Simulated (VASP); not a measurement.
Set up this calculation in VASP 6.6.1, as the native input.

| Quantity | Value |
| --- | --- |
| Task | single point |
| Functional | PBEsol |
| Potentials or basis | VASP PAW PBE potentials, release 64 (Si, Ni) |
| Cutoff | 520 eV |
| k mesh | 9 × 9 × 7 |
| Occupations | gaussian, width 0.1 eV |
| Spin | no spin polarisation |
| Dipole correction | no |
| Further INCAR settings | ALGO = Normal; EDIFF = 1e-06; NBANDS = 33 |

The structure of SiNi2 lies in POSCAR:

```
SiNi2
1.0
    3.8684636528      0.0000000000      0.0000000000
   -1.9342318264      3.3501877970      0.0000000000
    0.0000000000      0.0000000000      4.9169852583
Si Ni
2 4
Direct
    0.3333333333      0.6666666667      0.7500000000
    0.6666666667      0.3333333333      0.2500000000
    0.0000000000      0.0000000000      0.0000000000
    0.0000000000      0.0000000000      0.5000000000
    0.3333333333      0.6666666667      0.2500000000
    0.6666666667      0.3333333333      0.7500000000
```

These files were run (other wordings do the same):

INCAR

```
PREC = Accurate ; ENCUT = 520
EDIFF = 1E-6 ; ISMEAR = 0
SIGMA = 0.1 ; LREAL = False
LASPH = True ; NELM = 60
ALGO = Normal ; ISIF = 2
LWAVE = False ; LCHARG = False
GGA = PS ; NBANDS = 33
```

KPOINTS

```
Automatic mesh
0
Gamma
  9 9 7
```

Potentials or basis: VASP PAW PBE potentials, release 64 (Si, Ni).

Launch:

```console
$ cat potpaw_PBE.64/Si/POTCAR potpaw_PBE.64/Ni/POTCAR > POTCAR
$ mpirun -np 1 vasp_std > vasp.out
```

It gave:

- Pressure: 0.3 GPa
- Band gap on the k mesh: zero (bands 24 and 25 overlap by 3.29 eV)

Caveat: the PAW data sets were made with another functional, which shifts forces and pressure a little.

Wall time 60 s on 1 thread of AMD EPYC 9R45 96-Core Processor (Zen 5), on a shared host, peak memory 0.19 GiB.
